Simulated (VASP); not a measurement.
Input of a VASP 6.6.1 run:

Contents of INCAR:

```
PREC     = Accurate       # precision mode
ENCUT    = 520            # plane-wave cutoff, eV
EDIFF    = 1E-7           # SCF threshold, eV
ISMEAR   = 0              # smearing method
SIGMA    = 0.1            # smearing width, eV
LREAL    = False          # projectors in reciprocal space
LASPH    = True           # aspherical terms in the spheres
NELM     = 60             # most SCF steps
ALGO     = Normal         # electronic algorithm
ISIF     = 2              # what is computed and relaxed
LWAVE    = False          # write WAVECAR
LCHARG   = False          # write CHGCAR
GGA      = PE             # functional
NBANDS   = 13             # bands
```

Contents of KPOINTS:

```
Automatic mesh
0
Gamma
  20 20 20
```

POSCAR

```
C
1.0
   -1.6611353215      1.6611353215      1.6611353215
    1.6611353215     -1.6611353215      1.6611353215
    1.6611353215      1.6611353215     -1.6611353215
C
3
Direct
    0.0000000000      0.5000000000      0.5000000000
    0.5000000000      0.0000000000      0.5000000000
    0.5000000000      0.5000000000      0.0000000000
```

Potentials or basis: VASP PAW PBE potentials, release 64 (C).

Run with:

```console
$ cat potpaw_PBE.64/C/POTCAR > POTCAR
$ mpirun -np 1 vasp_std > vasp.out
```

Question: What does it give for the band gap on the k mesh?

Answer: Zero (bands 6 and 7 overlap by 3.42 eV).

Question: What does it give for the pressure?

Answer: 0.1 GPa.
